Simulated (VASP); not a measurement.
# NaCl (Pm-3m) in VASP: further runs, part 2 of 2

VASP 6.6.1.

**4. Relaxation of cell and atoms, PBE+D4**

This run uses another cell than the first one, of 21.48 Å³/atom, 1.025 times its volume.

File INCAR:

```
SYSTEM = NaCl
ALGO     = Normal         ! electronic algorithm
EDIFF    = 1E-7           ! SCF threshold, eV
EDIFFG   = -0.005         ! ionic threshold
ENCUT    = 500            ! plane-wave cutoff, eV
GGA      = PE             ! functional
GGA_COMPAT= .FALSE.      
IBRION   = 2              ! ionic algorithm
ISIF     = 3              ! what is computed and relaxed
ISMEAR   = -1             ! smearing method
IVDW     = 13             ! dispersion correction
LASPH    = .TRUE.         ! aspherical terms in the spheres
LCHARG   = .FALSE.        ! write CHGCAR
LREAL    = .FALSE.        ! projectors in reciprocal space
LWAVE    = .FALSE.        ! write WAVECAR
NELM     = 120            ! most SCF steps
NELMIN   = 4            
NSW      = 80             ! ionic steps
PREC     = Accurate       ! precision mode
SIGMA    = 0.05           ! smearing width, eV
```

File KPOINTS:

```
k-points
0
G
  8 8 8
  0 0 0
```

File POSCAR:

```
NaCl
1.0
    3.5021900000      0.0000000000      0.0000000000
    0.0000000000      3.5021900000      0.0000000000
    0.0000000000      0.0000000000      3.5021900000
Cl Na
1 1
Direct
    0.5000000000      0.5000000000      0.5000000000
    0.0000000000      0.0000000000      0.0000000000
```

Potentials or basis: VASP PAW PBE potentials, release 64 (Cl, Na_pv).

Started as:

```bash
cat potpaw_PBE.64/Cl/POTCAR potpaw_PBE.64/Na_pv/POTCAR > POTCAR
mpirun -np 1 vasp_std > vasp.out
```

OUTCAR:

```text
SYSTEM = NaCl
   EDIFF = 1E-7
   EDIFFG = -0.005
   ENCUT = 500
   GGA = PE
   IBRION = 2
   ISIF = 3
   ISMEAR = -1
   IVDW = 13
   LASPH = .TRUE.
   LREAL = .FALSE.
   NELM = 120
   NELMIN = 4
   NSW = 80
   PREC = Accurate

 ion  position               nearest neighbor table
   1  0.500  0.500  0.500-
   2  0.000  0.000  0.000-

  LATTYP: Found a simple cubic cell.
 ALAT       =     3.5021900000

  Lattice vectors:

 A1 = (   3.5021900000,   0.0000000000,   0.0000000000)
 A2 = (   0.0000000000,   3.5021900000,   0.0000000000)
 A3 = (   0.0000000000,   0.0000000000,   3.5021900000)

Analysis of symmetry for initial positions (statically):
=====================================================================
 Subroutine PRICEL returns:
 Original cell was already a primitive cell.

 Routine SETGRP: Setting up the symmetry group for a
 simple cubic supercell.

 Subroutine GETGRP returns: Found 48 space group operations
 (whereof 48 operations were pure point group operations)
 out of a pool of 48 trial point group operations.

The static configuration has the point symmetry O_h .

Analysis of symmetry for dynamics (positions and initial velocities):
=====================================================================
 Subroutine PRICEL returns:
 Original cell was already a primitive cell.

 Routine SETGRP: Setting up the symmetry group for a
 simple cubic supercell.

 Subroutine GETGRP returns: Found 48 space group operations
 (whereof 48 operations were pure point group operations)
 out of a pool of 48 trial point group operations.

The dynamic configuration has the point symmetry O_h .

 Subroutine INISYM returns: Found 48 space group operations
 (whereof 48 operations are pure point group operations),
 and found     1 'primitive' translations

----------------------------------------------------------------------------------------

                                     Primitive cell

  volume of cell :      42.9555

  direct lattice vectors                    reciprocal lattice vectors
     3.502190000  0.000000000  0.000000000     0.285535622  0.000000000  0.000000000
[... 101 lines left out ...]
   ISMEAR =    -1;   SIGMA  =   0.05  broadening in eV -4-tet -1-fermi 0-gaus
   EFERMI_NEDOS =   21; number of points for ismear=-14 and -15
   IALGO  =     38    algorithm
   IMIX   =      4    mixing-type and parameters
     AMIX     =   0.40;   BMIX     =  1.00
     AMIX_MAG =   1.60;   BMIX_MAG =  1.00
  volume/ion in A,a.u.               =      21.48       144.94
  Fermi-wavevector in a.u.,A,eV,Ry     =   1.126621  2.129005 17.269530  1.269275
  Thomas-Fermi vector in A             =   2.263304
   LORBIT       =      0    0 simple, 1 ext, 2 COOP (PROOUT), +10 PAW based schemes
   GGA     = PE    functional components
   LHFCALC =     F    Hartree Fock is set to
   AEXX    =    0.0000 exact exchange contribution
   IVDW    =    13    specifies the selected vdW correction
   LEPSILON=     F    determine dielectric tensor
   LRPA    =     F    only Hartree local field effects (RPA)
 conjugate gradient relaxation of ions
 non-spin polarized calculation
  energy-cutoff  :      500.00
  volume of cell :       42.96
 maximum number of plane-waves:      1110
 NGX is ok and might be reduce to    28
   NGX = 13   NGY = 13   NGZ = 13

--------------------------------------- Ionic step        1  -------------------------------------------

 number of electron      13.9999982 magnetization

 Free energy of the ion-electron system (eV)
  ---------------------------------------------------
  ext. energy  EPLUGINS =         0.00000000
  ---------------------------------------------------
  free energy    TOTEN  =        -6.46858368 eV

  energy without entropy =       -6.46858368  energy(sigma->0) =       -6.46858368

------------------------ aborting loop because EDIFF is reached ----------------------------------------

  DFT-D4 for vdW energy calculation

  Edisp (eV):   -0.20252
[... 71 lines left out ...]
--------------------------------------- Ionic step        3  -------------------------------------------

 number of electron      13.9999993 magnetization

 Free energy of the ion-electron system (eV)
  ---------------------------------------------------
  ext. energy  EPLUGINS =         0.00000000
  ---------------------------------------------------
  free energy    TOTEN  =        -6.46575840 eV

  energy without entropy =       -6.46575840  energy(sigma->0) =       -6.46575840

 E-fermi :   1.7227     XC(G=0):  -8.5492

 val. band max:        0.6131560409   @ k =   0.5000   0.5000   0.0000
 cond. band min:       4.6827843980   @ k =   0.0000   0.0000   0.0000
 fundamental gap:      4.0696283571
 Fermi energy:         1.7227129691

 k-point     1 :       0.0000    0.0000    0.0000
  band No.  band energies     occupation
      1     -21.4341      2.00000
      2     -21.4341      2.00000
      3     -21.4341      2.00000
      4     -12.8577      2.00000
      5       0.1006      2.00000
      6       0.1006      2.00000
      7       0.1006      2.00000
      8       4.6828      0.00000
      9       9.1636      0.00000
     10       9.1636      0.00000
     11      16.5564      0.00000
[... 309 lines left out ...]
 k-point    24 :       0.5000    0.3750    0.1250
  band No.  band energies     occupation
      1     -21.4698      2.00000
      2     -21.4627      2.00000
      3     -21.4325      2.00000
      4     -12.1943      2.00000
      5      -1.7969      2.00000
      6      -1.4345      2.00000
      7       0.2248      2.00000
      8       6.7074      0.00000
      9      10.1314      0.00000
     10      10.4558      0.00000
     11      11.7793      0.00000

 [... further k-points ...]

------------------------ aborting loop because EDIFF is reached ----------------------------------------

  DFT-D4 for vdW energy calculation

  Edisp (eV):   -0.20808
[... 25 lines left out ...]
  FREE ENERGIE OF THE ION-ELECTRON SYSTEM (eV)
  ---------------------------------------------------
  free  energy   TOTEN  =        -6.6738351524 eV

  energy  without entropy=       -6.6738351524  energy(sigma->0) =       -6.67383515

 reached required accuracy - stopping structural energy minimisation
```

OSZICAR:

```text
N       E                     dE             d eps       ncg     rms          rms(c)
DAV:   1     0.985053120440E+02    0.98505E+02   -0.72038E+03   770   0.124E+03
DAV:   2     0.100299184667E+01   -0.97502E+02   -0.88918E+02   905   0.284E+02
DAV:   3    -0.657541441742E+01   -0.75784E+01   -0.75354E+01   914   0.807E+01
[... 28 lines left out ...]
DAV:   5    -0.646575811018E+01    0.25229E-05   -0.87587E-06   863   0.287E-02    0.637E-03
DAV:   6    -0.646575833358E+01   -0.22340E-06   -0.73958E-07   869   0.141E-02    0.307E-03
DAV:   7    -0.646575851603E+01   -0.18245E-06   -0.13879E-07   460   0.357E-03    0.859E-04
DAV:   8    -0.646575840142E+01    0.11462E-06   -0.33193E-08   400   0.304E-03    0.258E-04
DAV:   9    -0.646575839882E+01    0.25977E-08   -0.19142E-09   403   0.622E-04
   3 F= -.66738352E+01 E0= -.66738352E+01  d E =-.272817E-02
```

CONTCAR:

```text
NaCl
   1.00000000000000
     3.4710525014853726    0.0000000000000000    0.0000000000000000
    -0.0000000000000000    3.4710525014853726    0.0000000000000000
    -0.0000000000000000   -0.0000000000000000    3.4710525014853726
  Cl              Na
     1     1
Direct
     0.5000000000000000    0.5000000000000000    0.5000000000000000
     0.0000000000000000    0.0000000000000000    0.0000000000000000

  0.00000000E+00  0.00000000E+00  0.00000000E+00
  0.00000000E+00  0.00000000E+00  0.00000000E+00
```

Run time: 44 s. Hardware: 1 thread of Intel Xeon 8259CL, shared host; peak memory 0.16 GiB.

Results:

- Free energy: -6.6738 eV
- Relaxed volume: 20.91 Å³/atom
- Relaxed cell: a = 3.471 Å, b = 3.471 Å, c = 3.471 Å, α = 90.00°, β = 90.00°, γ = 90.00°
- Space group after relaxing (to 0.05 Å): Pm-3m (No. 221)
- Energy gained by relaxing: 1.4 meV/atom
- Ionic steps: 3
- Pressure after relaxing: 0.0 GPa
- Band gap on the k mesh: 4.07 eV, indirect (least direct gap 4.58 eV)
- Dispersion energy per atom: -0.104 eV

The path:
| step | energy change (eV) | largest force (eV/Å) | pressure (GPa) | volume (Å³) |
| --- | --- | --- | --- | --- |
| 1 | 0.0000 | 0.0000 | -0.73 | 42.96 |
| 2 | -0.0021 | 0.0000 | -0.36 | 42.35 |
| 3 | -0.0027 | 0.0000 | -0.02 | 41.82 |

Final structure:
```cif
data_structure
_symmetry_space_group_name_H-M 'P 1'
_symmetry_Int_Tables_number 1
_cell_length_a 3.4711
_cell_length_b 3.4711
_cell_length_c 3.4711
_cell_angle_alpha 90.000
_cell_angle_beta 90.000
_cell_angle_gamma 90.000
_cell_volume 41.82
loop_
_atom_site_label
_atom_site_type_symbol
_atom_site_fract_x
_atom_site_fract_y
_atom_site_fract_z
_atom_site_occupancy
Cl1 Cl 0.50000 0.50000 0.50000 1
Na1 Na 0.00000 0.00000 0.00000 1
```

A k mesh can miss the band edges. A hybrid or GW would open this gap; PBE tends to underestimate it.

**5. Summary**

| task | level | cell | smearing | gap on the mesh (eV) | pressure (GPa) |
| --- | --- | --- | --- | --- | --- |
| single point | PBE+D4 | a = 3.473 Å, 2 atoms | fermi-dirac 0.05 eV | 4.06 | -0.1 |
| single point | PBE | a = 3.502 Å, 2 atoms | gaussian 0.029 eV | 3.98 | 0.0 |
| relaxation of cell and atoms | PBE+D4 | relaxed from a = 3.502 Å, 2 atoms | fermi-dirac 0.05 eV | 4.07 | 0.0 |

Alike in all rows: potentials or basis VASP PAW PBE potentials, release 64 (Cl, Na_pv); no spin polarisation; k mesh 8 × 8 × 8; cutoff (eV) 500.

Absolute energies hang on the potentials; compare differences alone.
